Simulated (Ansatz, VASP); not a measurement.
## ZnO in VASP and in Ansatz

```xyz
4
Lattice="3.2493 0.0000 0.0000 -1.6247 2.8140 0.0000 0.0000 0.0000 5.2057" Properties=species:S:1:pos:R:3 pbc="T T T"
Zn    1.6247    0.9380    0.0000
Zn    0.0000    1.8760    2.6029
O     0.0000    1.8760    4.5759
O     1.6247    0.9380    1.9730
```

Alike in both runs: task single point; functional PBE; k mesh 9 × 9 × 5; occupations gaussian, width 0.022 eV; no spin polarisation.

|  | VASP | Ansatz |
| --- | --- | --- |
| version | VASP 6.6.1 | Ansatz 0.2.0 |
| potentials or method | VASP PAW PBE potentials, release 64 (Zn, O) | Ansatz PAW |
| plane-wave cutoff (eV) | 520 | 420 |
| valence electrons in the cell | 36 | 36 |

Ansatz gave:

```
gap on the k mesh at the Fermi level (eV)                     : 0.80
least direct gap on the mesh (eV)                             : 0.80
pressure (GPa)                                                : 4.9
traceless stress, the component that is largest in VASP (GPa) : 1.14
rms of the force components (eV/Å)                            : 0.040
```

**Question.** Estimate VASP's values.

**Answer.** gap on the k mesh at the Fermi level (eV): 0.79; least direct gap on the mesh (eV): 0.79; pressure (GPa): 6.0; traceless stress, the component that is largest in VASP (GPa): 1.17; rms of the force components (eV/Å): 0.043.

Atom by atom the forces differ by 0.002 eV/Å (rms over components).

Noted on Ansatz's run: odd divisions of the mesh miss points on the zone boundary, where band edges often lie, so the gap on the mesh can be too wide.
